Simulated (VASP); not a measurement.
Crystal: Au.

```xyz
1
Lattice="0.0000 2.0968 2.0968 2.0968 0.0000 2.0968 2.0968 2.0968 0.0000" Properties=species:S:1:pos:R:3 pbc="T T T"
Au    0.0000    0.0000    0.0000
```

Base run:

| Quantity | Value |
| --- | --- |
| Program | VASP 6.6.1 |
| Functional | PBEsol |
| Potentials or basis | VASP PAW PBE potentials, release 64 (Au) |
| Cutoff | 520 eV |
| k mesh | 12 × 12 × 12 |
| Occupations | fermi-dirac, width 0.06 eV |
| Spin | no spin polarisation |

Its results: pressure -11.1 GPa.

**Question.** After a change of settings the same cell gave: pressure -3.3 GPa. Which change was it?
A. functional from PBEsol to LDA; potentials or basis from VASP PAW PBE potentials, release 64 (Au) to VASP PAW LDA potentials, release 64 (Au)
B. functional from PBEsol to PBE
C. further incar settings from ALGO = Normal; EDIFF = 1e-06; NBANDS = 12 to ALGO = Normal; EDIFF = 1e-07; NBANDS = 12

**Answer.** B.

PBE binds less tightly than PBEsol, so the same cell stands under more pressure.

Caveats: the PAW data sets were made with another functional, which shifts forces and pressure a little (some runs).
